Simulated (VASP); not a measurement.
# Ga2C3N6 (R-3c) in VASP: electric field gradients with PBE

Aim: the electric field gradients of Ga2C3N6 with PBE.

Everything below comes from runs of VASP 6.6.1. Logs are shortened: lines on timing, memory, paths and dates and some standing lists are left out, and cuts for length are marked.

### Step 1. The cell of the first run

It takes space group R-3c (No. 167, trigonal). The conventional cell has a = 5.687 Å, b = 5.687 Å, c = 28.008 Å, α = 90.00°, β = 90.00°, γ = 120.00°. Within 2.7 Å of Ga (site symmetry 3) lie 6 N at 2.05 to 2.13 Å. Within 1.6 Å of C (site symmetry 2) lie 2 N at 1.23 Å. N (site symmetry 1) has 1 C at 1.23 Å within 1.6 Å.

### Step 2. Electric field gradients, PBE

File INCAR:

```
SYSTEM = Ga2C3N6
ALGO = Normal
EDIFF = 1E-8
ENCUT = 520
GGA = PE
ISIF = 2
ISMEAR = -1
LASPH = .TRUE.
LCHARG = .FALSE.
LEFG = .TRUE.
LREAL = Auto
LWAVE = .FALSE.
NBANDS = 85
NELM = 100
PREC = Accurate
SIGMA = 0.02
```

File KPOINTS:

```
k-points
0
G
  6 6 6
  0 0 0
```

File POSCAR:

```
Ga2C3N6
1.0
    2.8435002006      1.6416956063      9.3359842943
   -2.8435002006      1.6416956063      9.3359842943
    0.0000000000     -3.2833912126      9.3359842943
Ga C N
4 6 12
Direct
    0.6637320000      0.6637320000      0.6637320000
    0.1637320000      0.1637320000      0.1637320000
    0.3362680000      0.3362680000      0.3362680000
    0.8362680000      0.8362680000      0.8362680000
    0.2500000000      0.9411485000      0.5588515000
    0.9411485000      0.5588515000      0.2500000000
    0.5588515000      0.2500000000      0.9411485000
    0.4411485000      0.7500000000      0.0588515000
    0.7500000000      0.0588515000      0.4411485000
    0.0588515000      0.4411485000      0.7500000000
    0.3506670000      0.9610280000      0.5663160000
    0.9610280000      0.5663160000      0.3506670000
    0.5663160000      0.3506670000      0.9610280000
    0.4610280000      0.8506670000      0.0663160000
    0.8506670000      0.0663160000      0.4610280000
    0.0663160000      0.4610280000      0.8506670000
    0.6493330000      0.0389720000      0.4336840000
    0.0389720000      0.4336840000      0.6493330000
    0.4336840000      0.6493330000      0.0389720000
    0.5389720000      0.1493330000      0.9336840000
    0.1493330000      0.9336840000      0.5389720000
    0.9336840000      0.5389720000      0.1493330000
```

Potentials or basis: VASP PAW PBE potentials, release 64 (Ga_d, C, N).

Started as:

```sh
cat potpaw_PBE.64/Ga_d/POTCAR potpaw_PBE.64/C/POTCAR potpaw_PBE.64/N/POTCAR > POTCAR
mpirun -np 1 vasp_std > vasp.out
```

OUTCAR:

```text
SYSTEM = Ga2C3N6
   EDIFF = 1E-8
   ENCUT = 520
   GGA = PE
   ISIF = 2
   ISMEAR = -1
   LASPH = .TRUE.
   LREAL = Auto
   NELM = 100
   PREC = Accurate

 ion  position               nearest neighbor table
   1  0.664  0.664  0.664-  11 2.05  12 2.05  13 2.05  18 2.13  17 2.13  19 2.13
   2  0.164  0.164  0.164-  14 2.05  16 2.05  15 2.05  22 2.13  20 2.13  21 2.13
   3  0.336  0.336  0.336-  17 2.05  18 2.05  19 2.05  12 2.13  11 2.13  13 2.13
   4  0.836  0.836  0.836-  20 2.05  22 2.05  21 2.05  16 2.13  14 2.13  15 2.13
   5  0.250  0.941  0.559-  21 1.23  11 1.23
   6  0.941  0.559  0.250-  12 1.23  22 1.23
   7  0.559  0.250  0.941-  13 1.23  20 1.23
   8  0.441  0.750  0.059-  19 1.23  14 1.23
   9  0.750  0.059  0.441-  15 1.23  17 1.23
  10  0.059  0.441  0.750-  16 1.23  18 1.23
  11  0.351  0.961  0.566-   5 1.23   1 2.05   3 2.13
  12  0.961  0.566  0.351-   6 1.23   1 2.05   3 2.13
  13  0.566  0.351  0.961-   7 1.23   1 2.05   3 2.13
  14  0.461  0.851  0.066-   8 1.23   2 2.05   4 2.13
  15  0.851  0.066  0.461-   9 1.23   2 2.05   4 2.13
  16  0.066  0.461  0.851-  10 1.23   2 2.05   4 2.13
  17  0.649  0.039  0.434-   9 1.23   3 2.05   1 2.13
  18  0.039  0.434  0.649-  10 1.23   3 2.05   1 2.13
  19  0.434  0.649  0.039-   8 1.23   3 2.05   1 2.13
  20  0.539  0.149  0.934-   7 1.23   4 2.05   2 2.13
  21  0.149  0.934  0.539-   5 1.23   4 2.05   2 2.13
  22  0.934  0.539  0.149-   6 1.23   4 2.05   2 2.13

  LATTYP: Found a trigonal (rhomboedric) cell.
 ALAT       =     9.8965277041
 COS(alpha) =     0.8348909675

  Lattice vectors:

 A1 = (   2.8435002006,   1.6416956063,   9.3359842943)
 A2 = (  -2.8435002006,   1.6416956063,   9.3359842943)
 A3 = (   0.0000000000,  -3.2833912126,   9.3359842943)

Analysis of symmetry for initial positions (statically):
=====================================================================
 Subroutine PRICEL returns:
 Original cell was already a primitive cell.

 Routine SETGRP: Setting up the symmetry group for a
 trigonal (rhombohedral) supercell.

 Subroutine GETGRP returns: Found 12 space group operations
 (whereof  6 operations were pure point group operations)
 out of a pool of 12 trial point group operations.

The static configuration has the point symmetry S_6 .
 The point group associated with its full space group is D_3d.

Analysis of symmetry for dynamics (positions and initial velocities):
=====================================================================
 Subroutine PRICEL returns:
 Original cell was already a primitive cell.

 Routine SETGRP: Setting up the symmetry group for a
 trigonal (rhombohedral) supercell.

 Subroutine GETGRP returns: Found 12 space group operations
 (whereof  6 operations were pure point group operations)
 out of a pool of 12 trial point group operations.

The dynamic configuration has the point symmetry S_6 .
 The point group associated with its full space group is D_3d.

 Subroutine INISYM returns: Found 12 space group operations
 (whereof  6 operations are pure point group operations),
 and found     1 'primitive' translations

----------------------------------------------------------------------------------------

                                     Primitive cell

  volume of cell :     261.4913

  direct lattice vectors                    reciprocal lattice vectors
     2.843500201  1.641695606  9.335984294     0.175839622  0.101521053  0.035704145
    -2.843500201  1.641695606  9.335984294    -0.175839622  0.101521053  0.035704145
     0.000000000 -3.283391213  9.335984294     0.000000000 -0.203042106  0.035704145

  length of vectors
     9.896527704  9.896527704  9.896527704     0.206157422  0.206157422  0.206157422

  position of ions in fractional coordinates (direct lattice)
     0.663732000  0.663732000  0.663732000
     0.163732000  0.163732000  0.163732000
     0.336268000  0.336268000  0.336268000
     0.836268000  0.836268000  0.836268000
     0.250000000  0.941148500  0.558851500
     0.941148500  0.558851500  0.250000000
[... 14 lines left out ...]
     0.149333000  0.933684000  0.538972000
[... 106 lines left out ...]
   POTIM  = 0.5000    time-step for ionic-motion
   TEBEG  =    0.0;   TEEND  =   0.0 temperature during run
   PSTRESS=    0.0 pullay stress
   NELECT =     136.0000    total number of electrons
   NUPDOWN=      -1.0000    fix difference up-down
   EMIN   =  10.00;   EMAX   =-10.00  energy-range for DOS
   EFERMI =   0.00;   METHOD = LEGACY
   ISMEAR =    -1;   SIGMA  =   0.02  broadening in eV -4-tet -1-fermi 0-gaus
   EFERMI_NEDOS =   21; number of points for ismear=-14 and -15
   IALGO  =     38    algorithm
   IMIX   =      4    mixing-type and parameters
     AMIX     =   0.40;   BMIX     =  1.00
     AMIX_MAG =   1.60;   BMIX_MAG =  1.00
  volume/ion in A,a.u.               =      11.89        80.21
  Fermi-wavevector in a.u.,A,eV,Ry     =   1.316544  2.487907 23.582817  1.733288
  Thomas-Fermi vector in A             =   2.446649
   LORBIT       =      0    0 simple, 1 ext, 2 COOP (PROOUT), +10 PAW based schemes
   GGA     = PE    functional components
   LHFCALC =     F    Hartree Fock is set to
   AEXX    =    0.0000 exact exchange contribution
   IVDW    =     0    specifies the selected vdW correction
   LEPSILON=     F    determine dielectric tensor
   LRPA    =     F    only Hartree local field effects (RPA)
 non-spin polarized calculation
  energy-cutoff  :      520.00
  volume of cell :      261.49
 maximum number of plane-waves:      7072
 NGX is ok and might be reduce to    80
   NGX = 37   NGY = 37   NGZ = 37

 number of electron     136.0000007 magnetization

 Free energy of the ion-electron system (eV)
  ---------------------------------------------------
  ext. energy  EPLUGINS =         0.00000000
  ---------------------------------------------------
  free energy    TOTEN  =      -166.50628876 eV

  energy without entropy =     -166.50628876  energy(sigma->0) =     -166.50628876

 E-fermi :   2.5540     XC(G=0):  -9.7869

 val. band max:        2.0666012827   @ k =   0.0000   0.0000   0.0000
 cond. band min:       3.9465812270   @ k =   0.0000   0.0000   0.0000
 fundamental gap:      1.8799799443
 Fermi energy:         2.5539951309

 k-point     1 :       0.0000    0.0000    0.0000
  band No.  band energies     occupation
      1     -16.5185      2.00000
      2     -16.2187      2.00000
      3     -15.7634      2.00000
      4     -15.7634      2.00000
      5     -15.7196      2.00000
      6     -15.7196      2.00000
[... 1981 lines left out ...]
     79       8.5896      0.00000
     80       8.6445      0.00000

 [... further k-points ...]

 [bands above 80 left out]

------------------------ aborting loop because EDIFF is reached ----------------------------------------

  FORCE on cell =-STRESS in cart. coord.  units (eV):
  Direction    XX          YY          ZZ          XY          YZ          ZX
  --------------------------------------------------------------------------------------
  -------------------------------------------------------------------------------------
  Total        0.2239446      0.2239446      0.5794573     -0.0000000     -0.0000000      0.0000000
  in kB        1.3721256      1.3721256      3.5503794     -0.0000000     -0.0000000      0.0000000
  external PRESSURE =       2.0982102 kB  Pullay stress =       0.0000000 kB

 VOLUME and BASIS-vectors are now :
 -----------------------------------------------------------------------------
  energy-cutoff  :      520.00
  volume of cell :      261.49
      direct lattice vectors                 reciprocal lattice vectors
     2.843500201  1.641695606  9.335984294     0.175839622  0.101521053  0.035704145
    -2.843500201  1.641695606  9.335984294    -0.175839622  0.101521053  0.035704145
     0.000000000 -3.283391213  9.335984294     0.000000000 -0.203042106  0.035704145

 POSITION                                       TOTAL-FORCE (eV/Angst)
 -----------------------------------------------------------------------------------
      0.00000      0.00000     18.58977        -0.000000     -0.000000      0.002499
      0.00000      0.00000      4.58580        -0.000000     -0.000000      0.002499
      0.00000      0.00000      9.41818        -0.000000     -0.000000     -0.002499
      0.00000      0.00000     23.42215        -0.000000     -0.000000     -0.002499
     -1.96528      0.12058     16.33797         0.001846     -0.003198     -0.000000
      1.08706      1.64170     16.33797        -0.003693     -0.000000     -0.000000
[... 14 lines left out ...]
     -2.23030      0.00833     15.14286        -0.000296     -0.003772      0.001521
      1.12236      1.92733     15.14286        -0.003118      0.002143      0.001521
 -----------------------------------------------------------------------------------
    total drift:                               -0.000000     -0.000000      0.000000

  FREE ENERGIE OF THE ION-ELECTRON SYSTEM (eV)
  ---------------------------------------------------
  free  energy   TOTEN  =      -166.5062887612 eV

  energy  without entropy=     -166.5062887612  energy(sigma->0) =     -166.50628876

 Electric field gradients (V/A^2)
---------------------------------------------------------------------
 ion       V_xx      V_yy      V_zz      V_xy      V_xz      V_yz
---------------------------------------------------------------------
   1      -1.306    -1.306     2.611     0.000     0.000    -0.000
   2      -1.306    -1.306     2.611     0.000    -0.000    -0.000
   3      -1.306    -1.306     2.611     0.000     0.000    -0.000
   4      -1.306    -1.306     2.611     0.000    -0.000    -0.000
   5      20.543    28.082   -48.625    -6.529   -16.373    -9.453
   6      31.852    16.773   -48.625    -0.000     0.000    18.905
[... 14 lines left out ...]
  21      -8.063     0.493     7.569    -7.768     7.817     2.342
  22       5.081   -12.651     7.569     0.179    -1.881    -7.941
---------------------------------------------------------------------

 Electric field gradients after diagonalization (V/A^2)
 (convention: |V_zz| > |V_xx| > |V_yy|)
----------------------------------------------------------------------
 ion       V_xx      V_yy      V_zz     asymmetry (V_yy - V_xx)/ V_zz
----------------------------------------------------------------------
   1      -1.306    -1.306     2.611       0.000
   2      -1.306    -1.306     2.611       0.000
   3      -1.306    -1.306     2.611       0.000
   4      -1.306    -1.306     2.611       0.000
   5      31.852    21.845   -53.697       0.186
   6      31.852    21.845   -53.697       0.186
[... 14 lines left out ...]
  21      10.895     4.511   -15.406       0.414
  22      10.895     4.511   -15.406       0.414
----------------------------------------------------------------------

           NMR quadrupolar parameters

 Cq : quadrupolar parameter    Cq=e*Q*V_zz/h
 eta: asymmetry parameters     (V_yy - V_xx)/ V_zz
 Q  : nuclear electric quadrupole moment in mb (millibarn)
----------------------------------------------------------------------
 ion       Cq(MHz)       eta       Q (mb)
----------------------------------------------------------------------
   1       0.006       0.000       1.000
   2       0.006       0.000       1.000
   3       0.006       0.000       1.000
   4       0.006       0.000       1.000
   5      -0.130       0.186       1.000
   6      -0.130       0.186       1.000
[... 14 lines left out ...]
  21      -0.037       0.414       1.000
  22      -0.037       0.414       1.000
----------------------------------------------------------------------
```

Wall time 74 min (1 thread of AMD EPYC 9R45 (Zen 5), shared host); peak memory 1.2 GiB.

What came out:

| Property | Result |
| --- | --- |
| Free energy | -166.5063 eV |
| Pressure | 0.2 GPa |
| Largest force | 0.004 eV/Å |
| Band gap on the k mesh | 1.88 eV, direct |

Forces in eV/Å, atoms in the order of the input:
```
Ga   0.000  0.000  0.002
Ga   0.000  0.000  0.002
Ga   0.000  0.000 -0.002
Ga   0.000  0.000 -0.002
C    0.002 -0.003  0.000
C   -0.004  0.000  0.000
C    0.002  0.003  0.000
C   -0.002 -0.003  0.000
C   -0.002  0.003  0.000
C    0.004  0.000  0.000
N    0.003 -0.002 -0.002
N   -0.003 -0.002 -0.002
N    0.000  0.004 -0.002
N   -0.003 -0.002 -0.002
N    0.000  0.004 -0.002
N    0.003 -0.002 -0.002
N   -0.003  0.002  0.002
N    0.003  0.002  0.002
N    0.000 -0.004  0.002
N    0.003  0.002  0.002
N    0.000 -0.004  0.002
N   -0.003  0.002  0.002
```

Stress tensor (GPa, compression positive):
```
0.14 0.00 0.00
0.00 0.14 0.00
0.00 0.00 0.36
```

Electric field gradients, principal values (V/Å²):
| atom | least | middle | greatest (by size) |
| --- | --- | --- | --- |
| 1 Ga | -1.306 | -1.306 | 2.611 |
| 2 Ga | -1.306 | -1.306 | 2.611 |
| 3 Ga | -1.306 | -1.306 | 2.611 |
| 4 Ga | -1.306 | -1.306 | 2.611 |
| 5 C | 21.845 | 31.852 | -53.697 |
| 6 C | 21.845 | 31.852 | -53.697 |
| 7 C | 21.845 | 31.852 | -53.697 |
| 8 C | 21.845 | 31.852 | -53.697 |
| 9 C | 21.845 | 31.852 | -53.697 |
| 10 C | 21.845 | 31.852 | -53.697 |
| 11 N | 4.511 | 10.895 | -15.406 |
| 12 N | 4.511 | 10.895 | -15.406 |
| 13 N | 4.511 | 10.895 | -15.406 |
| 14 N | 4.511 | 10.895 | -15.406 |
| 15 N | 4.511 | 10.895 | -15.406 |
| 16 N | 4.511 | 10.895 | -15.406 |
| 17 N | 4.511 | 10.895 | -15.406 |
| 18 N | 4.511 | 10.895 | -15.406 |
| 19 N | 4.511 | 10.895 | -15.406 |
| 20 N | 4.511 | 10.895 | -15.406 |
| 21 N | 4.511 | 10.895 | -15.406 |
| 22 N | 4.511 | 10.895 | -15.406 |

Caveat: without QUAD_EFG the Cq values of the log hold for a quadrupole moment of 1 mb, not for the nuclei. A k mesh can miss the band edges.
